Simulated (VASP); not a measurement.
A run of VASP 6.6.1:

INCAR

```
SYSTEM = C
ALGO = Normal
EDIFF = 1E-7
ENCUT = 520
GGA = PE
ISIF = 2
ISMEAR = -1
LASPH = .TRUE.
LCHARG = .FALSE.
LREAL = .FALSE.
LWAVE = .FALSE.
NBANDS = 21
NELM = 80
PREC = Accurate
SIGMA = 0.02
```

File KPOINTS:

```
k-points
0
G
  12 12 4
  0 0 0
```

Contents of POSCAR:

```
C
1.0
    0.0000000000      1.7769057192     -1.7769057192
   -1.7769057192      0.0000000000      1.7769057192
    3.5538114383      3.5538114383      3.5538114383
C
6
Direct
    0.3333333330      0.6666666670      0.2083333330
    0.6666666670      0.3333333330      0.5416666670
    0.0000000000      0.0000000000      0.8750000000
    0.0000000000      0.0000000000      0.1250000000
    0.3333333330      0.6666666670      0.4583333330
    0.6666666670      0.3333333330      0.7916666670
```

Potentials or basis: VASP PAW PBE potentials, release 64 (C).

Launch:

```console
$ cat potpaw_PBE.64/C/POTCAR > POTCAR
$ mpirun -np 1 vasp_std > vasp.out
```

Hardware: 1 thread of Intel(R) Xeon(R) Platinum 8488C (Sapphire Rapids), on a shared host.

Question: How long does it take, and how much memory?

Answer: It took 23 s on 1 thread of Intel(R) Xeon(R) Platinum 8488C (Sapphire Rapids) (shared host), peak memory 0.16 GiB. Counts: scf iterations 12, k points 69.
